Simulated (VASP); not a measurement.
Zn: single point with PBE

The system is Zn.

```
Zn
1.0
     2.66480    0.00000    0.00000
    -1.33240    2.30778    0.00000
     0.00000    0.00000    4.94670
Zn
2
Direct
  0.33333 0.66667 0.25000
  0.66667 0.33333 0.75000
```

* Program: VASP 6.6.1
* Task: single point
* Functional: PBE
* Potentials or basis: VASP PAW PBE potentials, release 64 (Zn)
* Cutoff: 520 eV
* k mesh: 16 × 16 × 8
* Occupations: fermi-dirac, width 0.03 eV
* Spin: no spin polarisation

```json
{
  "Pressure": "-0.1 GPa",
  "Band gap on the k mesh": "zero (bands 12 and 13 overlap by 4.31 eV)"
}
```

Stress tensor (GPa, compression positive):
```
 0.04  0.00  0.00
 0.00  0.04  0.00
 0.00  0.00 -0.49
```

Levels at points of the mesh, in eV from the Fermi level:
```tsv
k point	band 10	band 11	band 12	band 13	band 14	band 15
(0.00, 0.00, 0.00)	-7.17	-7.17	-3.70	-3.11	13.55	17.19
(0.50, 0.00, 0.00)	-6.97	-2.91	-2.24	2.56	3.47	4.02
(0.00, 0.00, 0.50)	-7.25	-7.25	-7.25	4.52	4.52	18.64
(0.50, 0.00, 0.50)	-6.98	-1.93	-1.93	0.05	0.05	10.07
```

It took 80 s on 1 thread of Intel Xeon 8259CL, on a shared host, peak memory 0.19 GiB.
